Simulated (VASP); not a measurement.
# TePt: single point with PBEsol

TePt:

```
Te Pt
1.0
     4.43988    0.00000    0.00000
    -2.21994    3.84505    0.00000
     0.00000    0.00000    5.66384
Te Pt
2 2
Direct
  0.33333 0.66667 0.25000
  0.66667 0.33333 0.75000
  0.00000 0.00000 0.00000
  0.00000 0.00000 0.50000
```

This cell differs from its parent crystal: strain +0.080 along x and y, +0.040 along z.

* Program: VASP 6.6.1
* Task: single point
* Functional: PBEsol
* Potentials or basis: VASP PAW PBE potentials, release 64 (Te, Pt)
* Cutoff: 520 eV
* k mesh: 12 × 12 × 10
* Occupations: gaussian, width 0.15 eV
* Spin: no spin polarisation

- Pressure: -12.3 GPa
- Band gap on the k mesh: zero (bands 16 and 17 overlap by 1.32 eV)

Stress tensor (GPa, compression positive):
```
-12.76   0.00   0.00
  0.00 -12.76   0.00
  0.00   0.00 -11.28
```

Levels at points of the mesh, in eV from the Fermi level:
```
           k point  band 12  band 13  band 14  band 15  band 16  band 17  band 18  band 19  band 20  band 21
(0.00, 0.00, 0.00)    -1.45    -1.43    -1.43     0.25     0.69     0.77     1.78     1.78     1.89     4.65
(0.50, 0.00, 0.00)    -2.33    -2.09    -1.64    -1.54    -1.42     1.26     2.11     3.36     3.52     3.83
(0.00, 0.00, 0.50)    -2.72    -2.38    -2.38     0.83     0.83     0.83     0.83     3.26     3.26     5.41
(0.50, 0.00, 0.50)    -2.41    -2.41    -2.41    -0.30    -0.30     0.20     0.20     2.51     2.51     6.91
```

It took 2.8 min on 1 thread of AMD EPYC 9R45 96-Core Processor (Zen 5), on a shared host, peak memory 0.36 GiB.

Caveat: the cell differs from its parent crystal (strain +0.080 along x and y, +0.040 along z); the cell stands under tension; the PAW data sets were made with another functional, which shifts forces and pressure a little; spin-orbit coupling is left out, which moves the levels of the heavy elements.
